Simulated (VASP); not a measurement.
# BN (C222_1) in VASP: notebook

BN is run at these levels: PBE; tasks: single point.

Program: VASP 6.6.1. These are calculated values, not measurements. Logs are shortened: lines on timing, memory, paths and dates and some standing lists are left out, and cuts for length are marked.

## 1. The cell of the first run

The structure is orthorhombic, space group C222_1 (No. 20). The conventional cell has a = 3.626 Å, b = 3.626 Å, c = 3.626 Å, α = 90.00°, β = 90.00°, γ = 90.00°. Within 2.1 Å of B (site symmetry 2) lie 4 N at 1.57 Å. N (site symmetry 2) has 4 B at 1.57 Å within 2.1 Å.

## 2. Single point, PBE (atoms displaced along a vibrational mode)

Input file INCAR:

```
PREC = Accurate
ENCUT = 600
EDIFF = 1E-6
ISMEAR = 0
SIGMA = 0.05
LREAL = F
LASPH = T
NELM = 120
ALGO = Normal
ISIF = 2
LWAVE = F
LCHARG = F
GGA = PE
NBANDS = 16
GGA_COMPAT = F
```

Input file KPOINTS:

```
Automatic mesh
0
Gamma
  10 10 6
```

Input file POSCAR:

```
BN
1.0
    0.0000000000     -1.8130010000     -1.8130010000
    0.0000000000      1.8130010000     -1.8130010000
    3.6260020000      0.0000000000      0.0000000000
B N
2 2
Direct
    0.5137892919      0.4862107081      0.5000000000
   -0.0137892919      0.0137892919      0.0000000000
    0.0122513607      0.5122513607      0.2500000000
    0.4877486393     -0.0122513607      0.7500000000
```

Potentials or basis: VASP PAW PBE potentials, release 64 (B, N).

On the command line:

```bash
$ cat potpaw_PBE.64/B/POTCAR potpaw_PBE.64/N/POTCAR > POTCAR
$ mpirun -np 1 vasp_std > vasp.out
```

OUTCAR:

```text
PREC = Accurate
   ENCUT = 600
   EDIFF = 1E-6
   ISMEAR = 0
   LREAL = F
   LASPH = T
   NELM = 120
   ISIF = 2
   GGA = PE

 ion  position               nearest neighbor table
   1  0.514  0.486  0.500-   3 1.57   4 1.57   4 1.57   3 1.57
   2  0.986  0.014  0.000-   3 1.57   4 1.57   4 1.57   3 1.57
   3  0.012  0.512  0.250-   1 1.57   2 1.57   1 1.57   2 1.57
   4  0.488  0.988  0.750-   1 1.57   2 1.57   1 1.57   2 1.57

  LATTYP: Found a simple tetragonal cell.
 ALAT       =     2.5639706028
 C/A-ratio  =     1.4142135624

  Lattice vectors:

 A1 = (   0.0000000000,  -1.8130010000,  -1.8130010000)
 A2 = (   0.0000000000,   1.8130010000,  -1.8130010000)
 A3 = (   3.6260020000,   0.0000000000,   0.0000000000)

Analysis of symmetry for initial positions (statically):
=====================================================================
 Subroutine PRICEL returns:
 Original cell was already a primitive cell.

 Routine SETGRP: Setting up the symmetry group for a
 simple tetragonal supercell.

 Subroutine GETGRP returns: Found  4 space group operations
 (whereof  2 operations were pure point group operations)
 out of a pool of 16 trial point group operations.

The static configuration has the point symmetry C_2 .
 The point group associated with its full space group is D_2 .

Analysis of symmetry for dynamics (positions and initial velocities):
=====================================================================
 Subroutine PRICEL returns:
 Original cell was already a primitive cell.

 Routine SETGRP: Setting up the symmetry group for a
 simple tetragonal supercell.

 Subroutine GETGRP returns: Found  4 space group operations
 (whereof  2 operations were pure point group operations)
 out of a pool of 16 trial point group operations.

The dynamic configuration has the point symmetry C_2 .
 The point group associated with its full space group is D_2 .

 Subroutine INISYM returns: Found  4 space group operations
 (whereof  2 operations are pure point group operations),
 and found     1 'primitive' translations

----------------------------------------------------------------------------------------

                                     Primitive cell

  volume of cell :      23.8371

  direct lattice vectors                    reciprocal lattice vectors
     0.000000000 -1.813001000 -1.813001000     0.000000000 -0.275785838 -0.275785838
[... 87 lines left out ...]
   LASPH  =      T    aspherical Exc in radial PAW
   ENCUT  =  600.0 eV  44.10 Ry    6.64 a.u.   5.12  5.12  7.24*2*pi/ulx,y,z
   NELM   =    120;   NELMIN=  2; NELMDL= -5     # of ELM steps
   EDIFF  = 0.1E-05   stopping-criterion for ELM
   LREAL  =      F    real-space projection
   EDIFFG = 0.1E-04   stopping-criterion for IOM
   NSW    =      0    number of steps for IOM
   IBRION =     -1    ionic relax: 0-MD 1-quasi-New 2-CG
   NFREE  =      0    steps in history (QN), initial steepest desc. (CG)
   ISIF   =      2    stress and relaxation
   ISYM   =      2    0-nonsym 1-usesym 2-fastsym
   POTIM  = 0.5000    time-step for ionic-motion
   TEBEG  =    0.0;   TEEND  =   0.0 temperature during run
   PSTRESS=    0.0 pullay stress
   NELECT =      16.0000    total number of electrons
   NUPDOWN=      -1.0000    fix difference up-down
   EMIN   =  10.00;   EMAX   =-10.00  energy-range for DOS
   EFERMI =   0.00;   METHOD = LEGACY
   ISMEAR =     0;   SIGMA  =   0.05  broadening in eV -4-tet -1-fermi 0-gaus
   EFERMI_NEDOS =   21; number of points for ismear=-14 and -15
   IALGO  =     38    algorithm
   IMIX   =      4    mixing-type and parameters
     AMIX     =   0.40;   BMIX     =  1.00
     AMIX_MAG =   1.60;   BMIX_MAG =  1.00
  volume/ion in A,a.u.               =       5.96        40.22
  Fermi-wavevector in a.u.,A,eV,Ry     =   1.433387  2.708709 27.954506  2.054598
  Thomas-Fermi vector in A             =   2.552911
   LORBIT       =      0    0 simple, 1 ext, 2 COOP (PROOUT), +10 PAW based schemes
   GGA     = PE    functional components
   LHFCALC =     F    Hartree Fock is set to
   AEXX    =    0.0000 exact exchange contribution
   IVDW    =     0    specifies the selected vdW correction
   LEPSILON=     F    determine dielectric tensor
   LRPA    =     F    only Hartree local field effects (RPA)
 non-spin polarized calculation
 Gauss-broadening in eV      SIGMA  =   0.05
  energy-cutoff  :      600.00
  volume of cell :       23.84
 maximum number of plane-waves:       830
   NGX = 11   NGY = 11   NGZ = 15

 number of electron      15.9999995 magnetization

 Free energy of the ion-electron system (eV)
  ---------------------------------------------------
  ext. energy  EPLUGINS =         0.00000000
  ---------------------------------------------------
  free energy    TOTEN  =       -34.81222886 eV

  energy without entropy =      -34.81222886  energy(sigma->0) =      -34.81222886

 E-fermi :   7.5534     XC(G=0): -12.7823

 val. band max:        7.3137898376   @ k =   0.0000   0.0000   0.0000
 cond. band min:      11.6782878573   @ k =   0.5000   0.5000   0.0000
 fundamental gap:      4.3644980197
 Fermi energy:         7.5534112913

 k-point     1 :       0.0000    0.0000    0.0000
  band No.  band energies     occupation
      1     -12.8321      2.00000
      2      -7.2992      2.00000
      3      -1.5609      2.00000
      4       2.4542      2.00000
      5       2.4724      2.00000
      6       7.2717      2.00000
[... 433 lines left out ...]
      3      -0.5627      2.00000
      4       0.7554      2.00000
      5       0.9984      2.00000
      6       2.1228      2.00000
[... 8 lines left out ...]
     15      22.0238      0.00000
     16      23.2511      0.00000

 [... further k-points ...]
[... 5 lines left out ...]
  --------------------------------------------------------------------------------------
  -------------------------------------------------------------------------------------
  Total       -0.0009623     -0.1351764     -0.1017438      0.0000000      0.0000000      0.0000000
  in kB       -0.0646807     -9.0856775     -6.8385556      0.0000000      0.0000000      0.0000000
  external PRESSURE =      -5.3296379 kB  Pullay stress =       0.0000000 kB

 VOLUME and BASIS-vectors are now :
 -----------------------------------------------------------------------------
  energy-cutoff  :      600.00
  volume of cell :       23.84
      direct lattice vectors                 reciprocal lattice vectors
     0.000000000 -1.813001000 -1.813001000     0.000000000 -0.275785838 -0.275785838
     0.000000000  1.813001000 -1.813001000     0.000000000  0.275785838 -0.275785838
     3.626002000  0.000000000  0.000000000     0.275785838  0.000000000  0.000000000

 POSITION                                       TOTAL-FORCE (eV/Angst)
 -----------------------------------------------------------------------------------
      1.81300     -0.05000     -1.81300         0.000000      0.958274      0.000000
      0.00000     -1.76300     -1.81300         0.000000     -0.958274      0.000000
      0.90650      0.90650     -0.95092         0.000000      0.000000      1.103445
      2.71950      0.90650     -2.67508        -0.000000      0.000000     -1.103445
 -----------------------------------------------------------------------------------
    total drift:                                0.000000      0.000000     -0.000000

  FREE ENERGIE OF THE ION-ELECTRON SYSTEM (eV)
  ---------------------------------------------------
  free  energy   TOTEN  =       -34.8122288585 eV

  energy  without entropy=      -34.8122288585  energy(sigma->0) =      -34.81222886
```

OSZICAR:

```text
N       E                     dE             d eps       ncg     rms          rms(c)
DAV:   1     0.496732353520E+02    0.49673E+02   -0.92890E+03  3968   0.111E+03
DAV:   2    -0.338436516062E+02   -0.83517E+02   -0.77363E+02  5608   0.262E+02
DAV:   3    -0.366993602477E+02   -0.28557E+01   -0.28461E+01  4688   0.452E+01
DAV:   4    -0.367071773945E+02   -0.78171E-02   -0.78164E-02  4800   0.263E+00
DAV:   5    -0.367072001117E+02   -0.22717E-04   -0.22717E-04  4600   0.132E-01    0.936E+00
DAV:   6    -0.349637741824E+02    0.17434E+01   -0.22879E+00  5152   0.143E+01    0.441E+00
DAV:   7    -0.348399473362E+02    0.12383E+00   -0.32913E-01  4912   0.467E+00    0.273E+00
DAV:   8    -0.348134545433E+02    0.26493E-01   -0.51165E-02  4744   0.189E+00    0.269E-01
DAV:   9    -0.348119610662E+02    0.14935E-02   -0.20330E-03  4920   0.624E-01    0.137E-01
DAV:  10    -0.348122262174E+02   -0.26515E-03   -0.53278E-04  4880   0.187E-01    0.290E-02
DAV:  11    -0.348122277552E+02   -0.15378E-05   -0.40403E-05  5016   0.629E-02    0.153E-02
DAV:  12    -0.348122287625E+02   -0.10073E-05   -0.56131E-06  4640   0.248E-02    0.231E-03
DAV:  13    -0.348122288585E+02   -0.95978E-07   -0.16126E-07  1984   0.415E-03
   1 F= -.34812229E+02 E0= -.34812229E+02  d E =-.498883E-14
```

stdout:

```text
POSCAR found type information on POSCAR B N
 POSCAR found :  2 types and       4 ions
 scaLAPACK will be used
 LDA part: xc-table for (Slater+PW92), standard interpolation
 POSCAR, INCAR and KPOINTS ok, starting setup
 FFT: planning ... GRIDC
 FFT: planning ... GRID_SOFT
 FFT: planning ... GRID
 WAVECAR not read
 entering main loop
```

Wall time 28 s (1 thread of AMD EPYC 7R13 (Zen 3), shared host); peak memory 0.13 GiB.

What came out:

* Free energy: -34.8122 eV
* Pressure: -0.5 GPa
* Largest force: 1.103 eV/Å
* Band gap on the k mesh: 4.36 eV

Forces in eV/Å, atoms in the order of the input:
```
B    0.000  0.958  0.000
B    0.000 -0.958  0.000
N    0.000  0.000  1.103
N    0.000  0.000 -1.103
```

Stress tensor (GPa, compression positive):
```
-0.01  0.00  0.00
 0.00 -0.91  0.00
 0.00  0.00 -0.68
```

Caveat: the cell differs from its parent crystal (atoms displaced along a vibrational mode); forces of over 1 eV/Å act on the atoms, so gaps and moduli don't describe the material at rest. A k mesh can miss the band edges.

## 3. Single point, PBE (atoms displaced along a vibrational mode)

Input file INCAR:

```
SYSTEM = BN
PREC     = Accurate       ! precision mode
ENCUT    = 600            ! plane-wave cutoff, eV
EDIFF    = 1E-6           ! SCF threshold, eV
ISMEAR   = 0              ! smearing method
SIGMA    = 0.05           ! smearing width, eV
LREAL    = .FALSE.        ! projectors in reciprocal space
LASPH    = .TRUE.         ! aspherical terms in the spheres
NELM     = 120            ! most SCF steps
ALGO     = Normal         ! electronic algorithm
ISIF     = 2              ! what is computed and relaxed
LWAVE    = .FALSE.        ! write WAVECAR
LCHARG   = .FALSE.        ! write CHGCAR
GGA      = PE             ! functional
NBANDS   = 16             ! bands
GGA_COMPAT= .FALSE.
```

Input file KPOINTS:

```
regular mesh
0
G
  10 10 6
  0 0 0
```

Input file POSCAR:

```
BN
1.0
    0.0000000000     -1.8130010000     -1.8130010000
    0.0000000000      1.8130010000     -1.8130010000
    3.6260020000      0.0000000000      0.0000000000
B N
2 2
Direct
    0.5068946459      0.4931053541      0.5000000000
   -0.0068946459      0.0068946459      0.0000000000
    0.0061256804      0.5061256804      0.2500000000
    0.4938743196     -0.0061256804      0.7500000000
```

Potentials or basis: VASP PAW PBE potentials, release 64 (B, N).

On the command line:

```bash
$ cat potpaw_PBE.64/B/POTCAR potpaw_PBE.64/N/POTCAR > POTCAR
$ mpirun -np 1 vasp_std > vasp.out
```

OUTCAR:

```text
SYSTEM = BN
   PREC = Accurate
   ENCUT = 600
   EDIFF = 1E-6
   ISMEAR = 0
   LREAL = .FALSE.
   LASPH = .TRUE.
   NELM = 120
   ISIF = 2
   GGA = PE

 ion  position               nearest neighbor table
   1  0.507  0.493  0.500-   3 1.57   4 1.57   4 1.57   3 1.57
   2  0.993  0.007  0.000-   3 1.57   4 1.57   4 1.57   3 1.57
   3  0.006  0.506  0.250-   1 1.57   2 1.57   1 1.57   2 1.57
   4  0.494  0.994  0.750-   1 1.57   2 1.57   1 1.57   2 1.57

  LATTYP: Found a simple tetragonal cell.
 ALAT       =     2.5639706028
 C/A-ratio  =     1.4142135624

  Lattice vectors:

 A1 = (   0.0000000000,  -1.8130010000,  -1.8130010000)
 A2 = (   0.0000000000,   1.8130010000,  -1.8130010000)
 A3 = (   3.6260020000,   0.0000000000,   0.0000000000)

Analysis of symmetry for initial positions (statically):
=====================================================================
 Subroutine PRICEL returns:
 Original cell was already a primitive cell.

 Routine SETGRP: Setting up the symmetry group for a
 simple tetragonal supercell.

 Subroutine GETGRP returns: Found  4 space group operations
 (whereof  2 operations were pure point group operations)
 out of a pool of 16 trial point group operations.

The static configuration has the point symmetry C_2 .
 The point group associated with its full space group is D_2 .

Analysis of symmetry for dynamics (positions and initial velocities):
=====================================================================
 Subroutine PRICEL returns:
 Original cell was already a primitive cell.

 Routine SETGRP: Setting up the symmetry group for a
 simple tetragonal supercell.

 Subroutine GETGRP returns: Found  4 space group operations
 (whereof  2 operations were pure point group operations)
 out of a pool of 16 trial point group operations.

[... 118 lines left out ...]
   EMIN   =  10.00;   EMAX   =-10.00  energy-range for DOS
   EFERMI =   0.00;   METHOD = LEGACY
   ISMEAR =     0;   SIGMA  =   0.05  broadening in eV -4-tet -1-fermi 0-gaus
   EFERMI_NEDOS =   21; number of points for ismear=-14 and -15
   IALGO  =     38    algorithm
   IMIX   =      4    mixing-type and parameters
     AMIX     =   0.40;   BMIX     =  1.00
     AMIX_MAG =   1.60;   BMIX_MAG =  1.00
  volume/ion in A,a.u.               =       5.96        40.22
  Fermi-wavevector in a.u.,A,eV,Ry     =   1.433387  2.708709 27.954506  2.054598
  Thomas-Fermi vector in A             =   2.552911
   LORBIT       =      0    0 simple, 1 ext, 2 COOP (PROOUT), +10 PAW based schemes
   GGA     = PE    functional components
   LHFCALC =     F    Hartree Fock is set to
   AEXX    =    0.0000 exact exchange contribution
   IVDW    =     0    specifies the selected vdW correction
   LEPSILON=     F    determine dielectric tensor
   LRPA    =     F    only Hartree local field effects (RPA)
 non-spin polarized calculation
 Gauss-broadening in eV      SIGMA  =   0.05
  energy-cutoff  :      600.00
  volume of cell :       23.84
 maximum number of plane-waves:       830
   NGX = 11   NGY = 11   NGZ = 15

 number of electron      15.9999998 magnetization

 Free energy of the ion-electron system (eV)
  ---------------------------------------------------
  ext. energy  EPLUGINS =         0.00000000
  ---------------------------------------------------
  free energy    TOTEN  =       -34.88498592 eV

  energy without entropy =      -34.88498592  energy(sigma->0) =      -34.88498592

 E-fermi :   7.5334     XC(G=0): -12.7785

 val. band max:        7.2964602865   @ k =   0.0000   0.0000   0.0000
 cond. band min:      11.7248396846   @ k =   0.5000   0.5000   0.0000
 fundamental gap:      4.4283793980
 Fermi energy:         7.5333877433

 k-point     1 :       0.0000    0.0000    0.0000
  band No.  band energies     occupation
      1     -12.8356      2.00000
      2      -7.3067      2.00000
      3      -1.5645      2.00000
      4       2.4372      2.00000
      5       2.4418      2.00000
      6       7.2859      2.00000
[... 433 lines left out ...]
      3      -0.5632      2.00000
      4       0.7622      2.00000
      5       0.9846      2.00000
      6       2.0969      2.00000
[... 8 lines left out ...]
     15      21.9477      0.00000
     16      23.2107      0.00000

 [... further k-points ...]
[... 5 lines left out ...]
  --------------------------------------------------------------------------------------
  -------------------------------------------------------------------------------------
  Total       -0.0483581     -0.0819050     -0.0736639      0.0000000      0.0000000      0.0000000
  in kB       -3.2503170     -5.5051184     -4.9512107      0.0000000      0.0000000      0.0000000
  external PRESSURE =      -4.5688820 kB  Pullay stress =       0.0000000 kB

 VOLUME and BASIS-vectors are now :
 -----------------------------------------------------------------------------
  energy-cutoff  :      600.00
  volume of cell :       23.84
      direct lattice vectors                 reciprocal lattice vectors
     0.000000000 -1.813001000 -1.813001000     0.000000000 -0.275785838 -0.275785838
     0.000000000  1.813001000 -1.813001000     0.000000000  0.275785838 -0.275785838
     3.626002000  0.000000000  0.000000000     0.275785838  0.000000000  0.000000000

 POSITION                                       TOTAL-FORCE (eV/Angst)
 -----------------------------------------------------------------------------------
      1.81300     -0.02500     -1.81300         0.000000      0.480751      0.000000
      0.00000     -1.78800     -1.81300         0.000000     -0.480751      0.000000
      0.90650      0.90650     -0.92871         0.000000      0.000000      0.551609
      2.71950      0.90650     -2.69729         0.000000      0.000000     -0.551609
 -----------------------------------------------------------------------------------
    total drift:                               -0.000000     -0.000000     -0.000000

  FREE ENERGIE OF THE ION-ELECTRON SYSTEM (eV)
  ---------------------------------------------------
  free  energy   TOTEN  =       -34.8849859198 eV

  energy  without entropy=      -34.8849859198  energy(sigma->0) =      -34.88498592
```

Run time: 26 s. Hardware: 1 thread of AMD EPYC 7R13 (Zen 3), shared host; peak memory 0.13 GiB.

What came out:

| Quantity | Value |
| --- | --- |
| Free energy | -34.8850 eV |
| Pressure | -0.5 GPa |
| Largest force | 0.552 eV/Å |
| Band gap on the k mesh | 4.43 eV |

Forces on the atoms (eV/Å):
```
B    0.000  0.481  0.000
B    0.000 -0.481  0.000
N    0.000  0.000  0.552
N    0.000  0.000 -0.552
```

Caveat: the cell differs from its parent crystal (atoms displaced along a vibrational mode). A k mesh can miss the band edges.
